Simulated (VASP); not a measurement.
A run of VASP 6.6.1:

INCAR

```
SYSTEM = Al3H
PREC     = Accurate       ! precision mode
ENCUT    = 450            ! plane-wave cutoff, eV
EDIFF    = 1E-7           ! SCF threshold, eV
ISMEAR   = 0              ! smearing method
SIGMA    = 0.1            ! smearing width, eV
LREAL    = .FALSE.        ! projectors in reciprocal space
LASPH    = .TRUE.         ! aspherical terms in the spheres
NELM     = 120            ! most SCF steps
ALGO     = Normal         ! electronic algorithm
ISIF     = 2              ! what is computed and relaxed
LWAVE    = .FALSE.        ! write WAVECAR
LCHARG   = .FALSE.        ! write CHGCAR
LDIPOL   = .TRUE.       
IDIPOL   = 3            
DIPOL    = 0.5 0.5 0.344
GGA      = PE             ! functional
IBRION   = 2              ! ionic algorithm
NSW      = 36             ! ionic steps
EDIFFG   = -0.025         ! ionic threshold
GGA_COMPAT= .FALSE.      
NELMIN   = 4            
NELMDL   = -8
```

File KPOINTS:

```
regular mesh
0
G
  9 9 1
  0 0 0
```

Contents of POSCAR:

```
Al3H
1.0
    2.8567582918      0.0000000000      0.0000000000
    0.0000000000      2.8567582918      0.0000000000
    0.0000000000      0.0000000000     19.6746954375
Al H
3 1
Selective dynamics
Direct
    0.5000000000      0.5000000000      0.2033068320  F F F
    0.0000000000      0.0000000000      0.3092728611  F F F
    0.5000000000      0.5000000000      0.4154928580  F F F
    0.5000000000      1.0000000000      0.4480399646  F F T
```

Potentials or basis: VASP PAW PBE potentials, release 64 (Al, H).

Command:

```sh
$ cat potpaw_PBE.64/Al/POTCAR potpaw_PBE.64/H/POTCAR > POTCAR
$ mpirun -np 1 vasp_std > vasp.out
```

Hardware: 1 thread of Intel(R) Xeon(R) Platinum 8259CL CPU @ 2.50GHz (Skylake/Cascade Lake) (shared host).

Task: Estimate the wall time of this run.

Result: Run time: 2.3 min on 1 thread of Intel(R) Xeon(R) Platinum 8259CL CPU @ 2.50GHz (Skylake/Cascade Lake), with other jobs on the host, peak memory 0.23 GiB. Counts: scf iterations 76, k points 25, ion steps 4.
